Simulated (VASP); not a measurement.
Set up this calculation in VASP 6.6.1, as the native input.

| Property | Result |
| --- | --- |
| Task | single point |
| Functional | PBE |
| Potentials or basis | VASP PAW PBE potentials, release 64 (Hf_pv) |
| Cutoff | 520 eV |
| k mesh | 16 × 16 × 15 |
| Occupations | fermi-dirac, width 0.1 eV |
| Spin | no spin polarisation |
| Dipole correction | no |
| k mesh for the DOS | 24 × 24 × 23 |
| Occupations for the DOS | tetrahedron |
| Further INCAR settings | ALGO = Normal; EDIFF = 1e-06 |

Crystal: Hf.

```
Hf
1.0
     2.99591    0.00000    0.00000
    -1.49795    2.59453    0.00000
     0.00000    0.00000    3.00574
Hf
1
Cartesian
  0.0000 0.0000 0.0000
```

This isn't the form of Hf at room conditions, which is hcp.

The input as run:

POSCAR

```
Hf
1.0
    2.9959090579      0.0000000000      0.0000000000
   -1.4979545290      2.5945333516      0.0000000000
    0.0000000000      0.0000000000      3.0057373345
Hf
1
Direct
    0.0000000000      0.0000000000      0.0000000000
```

INCAR.step1

```
  ALGO = Normal
  EDIFF = 1E-6
  ENCUT = 520
  GGA = PE
  ISIF = 2
  ISMEAR = -1
  LASPH = T
  LCHARG = T
  LMAXMIX = 4
  LREAL = F
  LWAVE = F
  NBANDS = 11
  NELM = 100
  PREC = Accurate
  SIGMA = 0.1
```

KPOINTS.step1

```
k-points
0
Gamma
  16 16 15
```

INCAR.step2

```
  ALGO = Normal
  EDIFF = 1E-6
  ENCUT = 520
  GGA = PE
  ICHARG = 11
  ISIF = 2
  ISMEAR = -5
  LASPH = T
  LCHARG = F
  LMAXMIX = 4
  LORBIT = 11
  LREAL = F
  LWAVE = F
  NEDOS = 2001
  NELM = 100
  PREC = Accurate
  SIGMA = 0.1
```

KPOINTS.step2

```
k-points
0
Gamma
  24 24 23
```

Potentials or basis: VASP PAW PBE potentials, release 64 (Hf_pv).

Run with:

```sh
$ cat potpaw_PBE.64/Hf_pv/POTCAR > POTCAR
$ cp INCAR.step1 INCAR
$ cp KPOINTS.step1 KPOINTS
$ mpirun -np 1 vasp_std > vasp.out
$ cp INCAR.step2 INCAR
$ cp KPOINTS.step2 KPOINTS
$ mpirun -np 1 vasp_std > vasp.out
```

It gave:

| Property | Result |
| --- | --- |
| Valence electrons inside the program's atomic spheres | Hf 8.36 |

Run time: 120 s on 1 thread of Intel Xeon 8259CL, on a shared host, peak memory 0.29 GiB.
